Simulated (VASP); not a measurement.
# AgCl (P6_3mc) in VASP: further runs

AgCl is run at these levels: r2SCAN; tasks: single point.

Everything below comes from runs of VASP 6.6.1. Logs are shortened: lines on timing, memory, paths and dates and some standing lists are left out, and cuts for length are marked.

## 1. The cell of the first run

The typed cell holds 4 atoms: a = 4.542 Å, b = 4.542 Å, c = 5.681 Å, α = 90.00°, β = 90.00°, γ = 120.00°.

## 2. Single point, r2SCAN (epitaxial xy strain +0.5%)

Input file POSCAR:

```
AgCl
1.0
    4.5423411027      0.0000000000      0.0000000000
   -2.2711705514      3.9337827876      0.0000000000
    0.0000000000      0.0000000000      5.6806839158
Ag Cl
2 2
Direct
    0.3333333333      0.6666666667     -0.0622203148
    0.6666666667      0.3333333333      0.4377796852
    0.3333333333      0.6666666667      0.4372203148
    0.6666666667      0.3333333333      0.9372203148
```

Input file INCAR.step1:

```
PREC     = Accurate       # precision mode
ENCUT    = 520            # plane-wave cutoff, eV
ISMEAR   = 0              # smearing method
SIGMA    = 0.01           # smearing width, eV
LREAL    = F              # projectors in reciprocal space
LASPH    = T              # aspherical terms in the spheres
NELM     = 80             # most SCF steps
NBANDS   = 26             # bands
GGA      = PE             # functional
ALGO     = Normal         # electronic algorithm
EDIFF    = 1E-4           # SCF threshold, eV
LWAVE    = T              # write WAVECAR
LCHARG   = F              # write CHGCAR
```

Input file INCAR.step2:

```
PREC     = Accurate       # precision mode
ENCUT    = 520            # plane-wave cutoff, eV
EDIFF    = 1E-6           # SCF threshold, eV
ISMEAR   = 0              # smearing method
SIGMA    = 0.01           # smearing width, eV
LREAL    = F              # projectors in reciprocal space
LASPH    = T              # aspherical terms in the spheres
NELM     = 80             # most SCF steps
ALGO     = Normal         # electronic algorithm
ISIF     = 2              # what is computed and relaxed
LWAVE    = F              # write WAVECAR
LCHARG   = F              # write CHGCAR
METAGGA  = R2SCAN         # meta-GGA
LMIXTAU  = T            
NBANDS   = 26             # bands
ISTART   = 1
```

Input file KPOINTS:

```
Automatic mesh
0
Gamma
  6 6 4
```

Potentials or basis: VASP PAW PBE potentials, release 64 (Ag, Cl).

Started as:

```sh
$ cat potpaw_PBE.64/Ag/POTCAR potpaw_PBE.64/Cl/POTCAR > POTCAR
$ cp INCAR.step1 INCAR
$ mpirun -np 1 vasp_std > vasp.out
$ cp INCAR.step2 INCAR
$ mpirun -np 1 vasp_std > vasp.out
```

OUTCAR:

```text
PREC = Accurate
   ENCUT = 520
   EDIFF = 1E-6
   ISMEAR = 0
   LREAL = F
   LASPH = T
   NELM = 80
   ISIF = 2
   METAGGA = R2SCAN
   ISTART = 1

 ion  position               nearest neighbor table
   1  0.333  0.667  0.938-   4 2.62   4 2.62   4 2.62   3 2.84   3 2.84
   2  0.667  0.333  0.438-   3 2.62   3 2.62   3 2.62   4 2.84   4 2.84
   3  0.333  0.667  0.437-   2 2.62   2 2.62   2 2.62   1 2.84   1 2.84
   4  0.667  0.333  0.937-   1 2.62   1 2.62   1 2.62   2 2.84   2 2.84

  LATTYP: Found a hexagonal cell.
 ALAT       =     4.5423411027
 C/A-ratio  =     1.2506070741

  Lattice vectors:

 A1 = (   4.5423411027,   0.0000000000,   0.0000000000)
 A2 = (  -2.2711705514,   3.9337827876,   0.0000000000)
 A3 = (   0.0000000000,   0.0000000000,   5.6806839158)

Analysis of symmetry for initial positions (statically):
=====================================================================
 Subroutine PRICEL returns:
 Original cell was already a primitive cell.

 Routine SETGRP: Setting up the symmetry group for a
 hexagonal supercell.

 Subroutine GETGRP returns: Found 12 space group operations
 (whereof  6 operations were pure point group operations)
 out of a pool of 24 trial point group operations.

The static configuration has the point symmetry C_3v.
 The point group associated with its full space group is C_6v.

Analysis of symmetry for dynamics (positions and initial velocities):
=====================================================================
 Subroutine PRICEL returns:
 Original cell was already a primitive cell.

 Routine SETGRP: Setting up the symmetry group for a
 hexagonal supercell.

 Subroutine GETGRP returns: Found 12 space group operations
 (whereof  6 operations were pure point group operations)
 out of a pool of 24 trial point group operations.

The dynamic configuration has the point symmetry C_3v.
 The point group associated with its full space group is C_6v.

 Subroutine INISYM returns: Found 12 space group operations
 (whereof  6 operations are pure point group operations),
 and found     1 'primitive' translations

----------------------------------------------------------------------------------------

                                     Primitive cell

  volume of cell :     101.5058

  direct lattice vectors                    reciprocal lattice vectors
     4.542341103  0.000000000  0.000000000     0.220150794  0.127104120  0.000000000
    -2.271170551  3.933782788  0.000000000     0.000000000  0.254208240  0.000000000
     0.000000000  0.000000000  5.680683916     0.000000000  0.000000000  0.176035142

  length of vectors
     4.542341103  4.542341103  5.680683916     0.254208240  0.254208240  0.176035142

  position of ions in fractional coordinates (direct lattice)
     0.333333333  0.666666667  0.937779685
     0.666666667  0.333333333  0.437779685
     0.333333333  0.666666667  0.437220315
     0.666666667  0.333333333  0.937220315

  ion indices of the primitive-cell ions
   primitive index   ion index
                 1           1
                 2           2
                 3           3
                 4           4

----------------------------------------------------------------------------------------

 KPOINTS: Automatic mesh

Automatic generation of k-mesh.
 Grid dimensions read from file:
 generate k-points for:    6    6    4

 Generating k-lattice:

  Cartesian coordinates                     Fractional coordinates (reciprocal lattice)
     0.036691799  0.021184020  0.000000000     0.166666667  0.000000000  0.000000000
     0.000000000  0.042368040  0.000000000     0.000000000  0.166666667  0.000000000
     0.000000000  0.000000000  0.044008786     0.000000000  0.000000000  0.250000000

  Length of vectors
     0.042368040  0.042368040  0.044008786

  Shift w.r.t. Gamma in fractional coordinates (k-lattice)
     0.000000000  0.000000000  0.000000000

 Subroutine IBZKPT returns following result:
 ===========================================

 Found     21 irreducible k-points:

 Following reciprocal coordinates:
            Coordinates               Weight
  0.000000  0.000000  0.000000      1.000000
  0.166667 -0.000000  0.000000      6.000000
  0.333333 -0.000000  0.000000      6.000000
  0.500000 -0.000000  0.000000      3.000000
  0.166667  0.166667  0.000000      6.000000
  0.333333  0.166667  0.000000     12.000000
[... 13 lines left out ...]
  0.333333  0.166667  0.500000     12.000000
  0.333333  0.333333  0.500000      2.000000
   k-points           NKPTS =     21   k-points in BZ     NKDIM =     21   number of bands    NBANDS=     26
   number of dos      NEDOS =    301   number of ions     NIONS =      4
   total plane-waves  NPLWV =  54432
   dimension x,y,z NGX =    36 NGY =   36 NGZ =   42
   dimension x,y,z NGXF=    72 NGYF=   72 NGZF=   84
   ions per type =               2   2
   NGX,Y,Z   is equivalent  to a cutoff of  13.18, 13.18, 12.29 a.u.
   NGXF,Y,Z  is equivalent  to a cutoff of  26.35, 26.35, 24.58 a.u.
 SYSTEM =  unknown system
   PREC   = accura    normal or accurate (medium, high low for compatibility)
   ISTART =      1    job   : 0-new  1-cont  2-samecut
   ICHARG =      0    charge: 1-file 2-atom 10-const
   ISPIN  =      1    spin polarized calculation?
   LNONCOLLINEAR =      F non collinear calculations
   LSORBIT =      F    spin-orbit coupling
   LASPH  =      T    aspherical Exc in radial PAW
   ENCUT  =  520.0 eV  38.22 Ry    6.18 a.u.   8.45  8.45 10.56*2*pi/ulx,y,z
   NELM   =     80;   NELMIN=  2; NELMDL=  0     # of ELM steps
   EDIFF  = 0.1E-05   stopping-criterion for ELM
   LREAL  =      F    real-space projection
   EDIFFG = 0.1E-04   stopping-criterion for IOM
   NSW    =      0    number of steps for IOM
   IBRION =     -1    ionic relax: 0-MD 1-quasi-New 2-CG
   NFREE  =      0    steps in history (QN), initial steepest desc. (CG)
   ISIF   =      2    stress and relaxation
   ISYM   =      2    0-nonsym 1-usesym 2-fastsym
   POTIM  = 0.5000    time-step for ionic-motion
   TEBEG  =    0.0;   TEEND  =   0.0 temperature during run
   PSTRESS=    0.0 pullay stress
   NELECT =      36.0000    total number of electrons
   NUPDOWN=      -1.0000    fix difference up-down
   EMIN   =  10.00;   EMAX   =-10.00  energy-range for DOS
   EFERMI =   0.00;   METHOD = LEGACY
   ISMEAR =     0;   SIGMA  =   0.01  broadening in eV -4-tet -1-fermi 0-gaus
   EFERMI_NEDOS =   21; number of points for ismear=-14 and -15
   IALGO  =     38    algorithm
   IMIX   =      4    mixing-type and parameters
     AMIX     =   0.40;   BMIX     =  1.00
     AMIX_MAG =   1.60;   BMIX_MAG =  1.00
  volume/ion in A,a.u.               =      25.38       171.25
  Fermi-wavevector in a.u.,A,eV,Ry     =   1.158810  2.189833 18.270443  1.342840
  Thomas-Fermi vector in A             =   2.295408
   LORBIT       =      0    0 simple, 1 ext, 2 COOP (PROOUT), +10 PAW based schemes
   METAGGA = R2SCAN    functional components
   LHFCALC =     F    Hartree Fock is set to
   AEXX    =    0.0000 exact exchange contribution
   IVDW    =     0    specifies the selected vdW correction
   LEPSILON=     F    determine dielectric tensor
   LRPA    =     F    only Hartree local field effects (RPA)
 non-spin polarized calculation
 Gauss-broadening in eV      SIGMA  =   0.01
  energy-cutoff  :      520.00
  volume of cell :      101.51
 maximum number of plane-waves:      2763
 NGX is ok and might be reduce to    36
   NGX = 17   NGY = 17   NGZ = 21

 number of electron      35.9999992 magnetization

 Free energy of the ion-electron system (eV)
  ---------------------------------------------------
  ext. energy  EPLUGINS =         0.00000000
  ---------------------------------------------------
  free energy    TOTEN  =       -57.13853966 eV

  energy without entropy =      -57.13853966  energy(sigma->0) =      -57.13853966

 E-fermi :   1.9200     XC(G=0):  -9.3847

 val. band max:        1.8314492621   @ k =   0.3333   0.3333   0.5000
 cond. band min:       3.5603994484   @ k =   0.0000   0.0000   0.0000
 fundamental gap:      1.7289501864
 Fermi energy:         1.9200072580

 k-point     1 :       0.0000    0.0000    0.0000
  band No.  band energies     occupation
      1     -13.6479      2.00000
      2     -13.2667      2.00000
      3      -2.4138      2.00000
      4      -2.4138      2.00000
      5      -2.1821      2.00000
      6      -2.1821      2.00000
[... 18 lines left out ...]
     25      10.8687      0.00000
     26      12.5290      0.00000

 k-point     2 :       0.1667   -0.0000    0.0000
  band No.  band energies     occupation
      1     -13.6065      2.00000
      2     -13.2692      2.00000
      3      -2.4257      2.00000
      4      -2.3446      2.00000
      5      -2.2103      2.00000
      6      -2.0949      2.00000
[... 18 lines left out ...]
     25      11.3256      0.00000
     26      12.4010      0.00000

 k-point     3 :       0.3333   -0.0000    0.0000
  band No.  band energies     occupation
      1     -13.5093      2.00000
      2     -13.2877      2.00000
      3      -2.4746      2.00000
      4      -2.1705      2.00000
      5      -2.1568      2.00000
      6      -1.9604      2.00000
[... 18 lines left out ...]
     25      11.6639      0.00000
     26      12.3145      0.00000

 k-point     4 :       0.5000   -0.0000    0.0000
  band No.  band energies     occupation
      1     -13.4419      2.00000
      2     -13.3155      2.00000
      3      -2.4998      2.00000
      4      -2.0715      2.00000
      5      -2.0617      2.00000
      6      -1.8153      2.00000
[... 18 lines left out ...]
     25      12.1687      0.00000
     26      12.6234      0.00000
[... 409 lines left out ...]
      1     -13.3867      2.00000
      2     -13.3867      2.00000
      3      -2.6531      2.00000
      4      -2.6531      2.00000
      5      -2.1058      2.00000
      6      -2.1058      2.00000
[... 18 lines left out ...]
     25      10.8920      0.00000
     26      10.8920      0.00000

 k-point    20 :       0.3333    0.1667    0.5000
  band No.  band energies     occupation
      1     -13.3543      2.00000
      2     -13.3543      2.00000
      3      -2.7227      2.00000
      4      -2.7227      2.00000
      5      -1.9926      2.00000
      6      -1.9926      2.00000
[... 18 lines left out ...]
     25      11.5685      0.00000
     26      11.5685      0.00000

 k-point    21 :       0.3333    0.3333    0.5000
  band No.  band energies     occupation
      1     -13.3436      2.00000
      2     -13.3436      2.00000
      3      -2.7136      2.00000
      4      -2.7136      2.00000
      5      -1.9560      2.00000
      6      -1.9560      2.00000
[... 18 lines left out ...]
     25      11.7689      0.00000
     26      11.7689      0.00000

------------------------ aborting loop because EDIFF is reached ----------------------------------------

  FORCE on cell =-STRESS in cart. coord.  units (eV):
  Direction    XX          YY          ZZ          XY          YZ          ZX
  --------------------------------------------------------------------------------------
  -------------------------------------------------------------------------------------
  Total       -0.1891685     -0.1891685     -0.0217611      0.0000000      0.0000000      0.0000000
  in kB       -2.9858548     -2.9858548     -0.3434793      0.0000000      0.0000000      0.0000000
  external PRESSURE =      -2.1050630 kB  Pullay stress =       0.0000000 kB

 VOLUME and BASIS-vectors are now :
 -----------------------------------------------------------------------------
  energy-cutoff  :      520.00
  volume of cell :      101.51
      direct lattice vectors                 reciprocal lattice vectors
     4.542341103  0.000000000  0.000000000     0.220150794  0.127104120  0.000000000
    -2.271170551  3.933782788  0.000000000     0.000000000  0.254208240  0.000000000
     0.000000000  0.000000000  5.680683916     0.000000000  0.000000000  0.176035142

 POSITION                                       TOTAL-FORCE (eV/Angst)
 -----------------------------------------------------------------------------------
     -0.00000      2.62252      5.32723        -0.000000      0.000000     -0.002679
      2.27117      1.31126      2.48689         0.000000     -0.000000     -0.002679
     -0.00000      2.62252      2.48371        -0.000000      0.000000      0.002679
      2.27117      1.31126      5.32405        -0.000000     -0.000000      0.002679
 -----------------------------------------------------------------------------------
    total drift:                               -0.000000      0.000000      0.002746

  FREE ENERGIE OF THE ION-ELECTRON SYSTEM (eV)
  ---------------------------------------------------
  free  energy   TOTEN  =       -57.1385396577 eV

  energy  without entropy=      -57.1385396577  energy(sigma->0) =      -57.13853966
```

It took 2.4 min on 1 thread of Intel Xeon Platinum 8488C (Sapphire Rapids), shared host; peak memory 0.25 GiB.

Results:

- Free energy: -57.1385 eV
- Pressure: -0.2 GPa
- Band gap on the k mesh: 1.73 eV, indirect (least direct gap 1.81 eV)

Forces on the atoms (eV/Å):
```
Ag   0.000  0.000 -0.003
Ag   0.000  0.000 -0.003
Cl   0.000  0.000  0.003
Cl   0.000  0.000  0.003
```

Caveat: the cell differs from its parent crystal (epitaxial xy strain +0.5%); the PAW data sets were made with another functional, which shifts forces and pressure a little. A k mesh can miss the band edges.

## 3. Single point, r2SCAN (uniaxial z strain +3.0%)

Input file POSCAR:

```
AgCl
1.0
    4.5197423908      0.0000000000      0.0000000000
   -2.2598711954      3.9142117290      0.0000000000
    0.0000000000      0.0000000000      5.8941730101
Ag Cl
2 2
Direct
    0.3333333333      0.6666666667     -0.0622203148
    0.6666666667      0.3333333333      0.4377796852
    0.3333333333      0.6666666667      0.4372203148
    0.6666666667      0.3333333333      0.9372203148
```

Input file INCAR.step1:

```
SYSTEM = AgCl
PREC = Accurate ; ENCUT = 520
ISMEAR = 0 ; SIGMA = 0.01
LREAL = .False. ; LASPH = .True.
NELM = 100 ; NBANDS = 26
GGA = PE ; ALGO = Normal
EDIFF = 1E-4 ; LWAVE = .True.
LCHARG = .False.
```

Input file INCAR.step2:

```
SYSTEM = AgCl
PREC = Accurate ; ENCUT = 520
EDIFF = 1E-6 ; ISMEAR = 0
SIGMA = 0.01 ; LREAL = .False.
LASPH = .True. ; NELM = 100
ALGO = Normal ; ISIF = 2
LWAVE = .False. ; LCHARG = .True.
METAGGA = R2SCAN ; LMIXTAU = .True.
LELF = .True. ; LVHAR = .True.
NBANDS = 26 ; ISTART = 1
```

Input file KPOINTS:

```
Automatic mesh
0
Gamma
  6 6 4
  0 0 0
```

Potentials or basis: VASP PAW PBE potentials, release 64 (Ag, Cl).

Started as:

```sh
$ cat potpaw_PBE.64/Ag/POTCAR potpaw_PBE.64/Cl/POTCAR > POTCAR
$ cp INCAR.step1 INCAR
$ mpirun -np 1 vasp_std > vasp.out
$ cp INCAR.step2 INCAR
$ mpirun -np 1 vasp_std > vasp.out
```

Wall time 2.1 min (1 thread of Intel Xeon Platinum 8488C (Sapphire Rapids), shared host); peak memory 0.27 GiB.

It converged, with:

| Property | Result |
| --- | --- |
| Free energy | -57.1273 eV |
| Pressure | -1.0 GPa |
| Band gap on the k mesh | 1.74 eV, direct |

Stress tensor (GPa, compression positive):
```
-0.91  0.00  0.00
 0.00 -0.91  0.00
 0.00  0.00 -1.27
```

Levels at points of the mesh, in eV from the valence-band top:
```tsv
k point	band 16	band 17	band 18	band 19	band 20	band 21
(0.00, 0.00, 0.00)	-0.25	0.00	0.00	1.74	3.54	8.00
(0.50, 0.00, 0.00)	-1.36	-1.34	-1.02	4.49	4.89	6.38
(0.00, 0.00, 0.50)	-0.09	-0.09	-0.09	3.62	3.62	7.95
(0.50, 0.00, 0.50)	-1.13	-0.27	-0.27	5.15	5.15	6.62
```

Caveat: the cell differs from its parent crystal (uniaxial z strain +3.0%); the PAW data sets were made with another functional, which shifts forces and pressure a little.

## 4. Single point, r2SCAN (strain +2.5%)

Input file POSCAR:

```
AgCl
1.0
    4.6327359505      0.0000000000      0.0000000000
   -2.3163679753      4.0120670222      0.0000000000
    0.0000000000      0.0000000000      5.8655605197
Ag Cl
2 2
Direct
    0.3333333333      0.6666666667     -0.0622203148
    0.6666666667      0.3333333333      0.4377796852
    0.3333333333      0.6666666667      0.4372203148
    0.6666666667      0.3333333333      0.9372203148
```

Input file INCAR.step1:

```
SYSTEM = AgCl
ALGO = Normal
EDIFF = 1E-4
ENCUT = 520
GGA = PE
ISMEAR = 0
LASPH = .TRUE.
LCHARG = .FALSE.
LREAL = .FALSE.
LWAVE = .TRUE.
NBANDS = 26
NELM = 80
PREC = Accurate
SIGMA = 0.01
```

Input file INCAR.step2:

```
SYSTEM = AgCl
ALGO = Normal
EDIFF = 1E-6
ENCUT = 520
ISIF = 2
ISMEAR = 0
ISTART = 1
LASPH = .TRUE.
LCHARG = .FALSE.
LMIXTAU = .TRUE.
LREAL = .FALSE.
LWAVE = .FALSE.
METAGGA = R2SCAN
NBANDS = 26
NELM = 80
PREC = Accurate
SIGMA = 0.01
```

Input file KPOINTS:

```
k-points
0
G
  6 6 4
  0 0 0
```

Started as:

```sh
$ cat potpaw_PBE.64/Ag/POTCAR potpaw_PBE.64/Cl/POTCAR > POTCAR
$ cp INCAR.step1 INCAR
$ mpirun -np 1 vasp_std > vasp.out
$ cp INCAR.step2 INCAR
$ mpirun -np 1 vasp_std > vasp.out
```

It took 2.1 min on 1 thread of Intel Xeon Platinum 8488C (Sapphire Rapids), shared host; peak memory 0.27 GiB.

The run converged. Its results:

* Free energy: -57.0754 eV
* Pressure: -2.5 GPa
* Band gap on the k mesh: 1.82 eV, indirect (least direct gap 1.83 eV)

Stress tensor (GPa, compression positive):
```
-2.59  0.00  0.00
 0.00 -2.59  0.00
 0.00  0.00 -2.31
```

Levels at points of the mesh, in eV from the valence-band top:
```
           k point  band 14  band 15  band 16  band 17  band 18  band 19  band 20  band 21  band 22  band 23
(0.00, 0.00, 0.00)    -1.45    -0.26    -0.26    -0.01    -0.01     1.82     3.61     8.05     8.05     8.59
(0.50, 0.00, 0.00)    -1.26    -1.25    -1.25    -1.24    -0.89     4.40     4.89     6.31     7.87     9.05
(0.00, 0.00, 0.50)    -0.88    -0.10    -0.10    -0.10    -0.10     3.76     3.76     7.96     7.96     7.96
(0.50, 0.00, 0.50)    -1.44    -0.98    -0.98    -0.11    -0.11     5.23     5.23     6.61     6.61     8.24
```

Caveat: the cell differs from its parent crystal (strain +2.5%); the PAW data sets were made with another functional, which shifts forces and pressure a little. A k mesh can miss the band edges.

## 5. Summary

```csv
cell,gap on the mesh (eV),pressure (GPa)
"a = 4.542, b = 4.542, c = 5.681 Å, angles 90.0, 90.0, 120.0°, 4 atoms",1.73,-0.2
"a = 4.520, b = 4.520, c = 5.894 Å, angles 90.0, 90.0, 120.0°, 4 atoms",1.74,-1.0
"a = 4.633, b = 4.633, c = 5.866 Å, angles 90.0, 90.0, 120.0°, 4 atoms",1.82,-2.5
```

Alike in all rows: task single point; level r2SCAN; potentials or basis VASP PAW PBE potentials, release 64 (Ag, Cl); no spin polarisation; k mesh 6 × 6 × 4; cutoff (eV) 520; smearing gaussian 0.01 eV.

Caveats: the PAW data sets were made with another functional, which shifts forces and pressure a little.

Total energies depend on the potentials used, so only differences within one code and one set of settings carry meaning.
